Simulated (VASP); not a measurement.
Set up this calculation in VASP 6.6.1, as the native input.

| Property | Result |
| --- | --- |
| Task | electric field gradients |
| Functional | PBEsol |
| Potentials or basis | VASP PAW PBE potentials, release 64 (Sb) |
| Cutoff | 520 eV |
| k mesh | 13 × 13 × 13 |
| Occupations | fermi-dirac, width 0.05 eV |
| Spin | no spin polarisation |
| Dipole correction | no |
| Further INCAR settings | ALGO = Normal; EDIFF = 1e-08; NBANDS = 8 |

The structure of Sb lies in POSCAR:

```
Sb
1.0
    3.1600000000      0.0474000000      0.0474000000
    0.0474000000      3.1600000000      0.0474000000
    0.0474000000      0.0474000000      3.1600000000
Sb
1
Direct
    0.0000000000      0.0000000000      0.0000000000
```

This cell differs from its parent crystal: equal xy, yz and zx shear strains of +3 %.

These files were run (other wordings do the same):

INCAR

```
SYSTEM = Sb
ALGO     = Normal         ! electronic algorithm
EDIFF    = 1E-8           ! SCF threshold, eV
ENCUT    = 520            ! plane-wave cutoff, eV
GGA      = PS             ! functional
ISIF     = 2              ! what is computed and relaxed
ISMEAR   = -1             ! smearing method
LASPH    = .TRUE.         ! aspherical terms in the spheres
LCHARG   = .FALSE.        ! write CHGCAR
LEFG     = .TRUE.       
LREAL    = .FALSE.        ! projectors in reciprocal space
LWAVE    = .FALSE.        ! write WAVECAR
NBANDS   = 8              ! bands
NELM     = 60             ! most SCF steps
PREC     = Accurate       ! precision mode
SIGMA    = 0.05           ! smearing width, eV
```

KPOINTS

```
k-points
0
G
  13 13 13
  0 0 0
```

Potentials or basis: VASP PAW PBE potentials, release 64 (Sb).

Command:

```bash
$ cat potpaw_PBE.64/Sb/POTCAR > POTCAR
$ mpirun -np 1 vasp_std > vasp.out
```

Results of the run:

| Item | Value |
| --- | --- |
| Pressure | -4.9 GPa |

Caveat: the cell differs from its parent crystal (equal xy, yz and zx shear strains of +3 %); without QUAD_EFG the Cq values of the log hold for a quadrupole moment of 1 mb, not for the nuclei; the PAW data sets were made with another functional, which shifts forces and pressure a little.

It took 37 s on 1 thread of Intel(R) Xeon(R) Platinum 8259CL CPU @ 2.50GHz (Skylake/Cascade Lake), with other jobs on the host, peak memory 0.18 GiB.
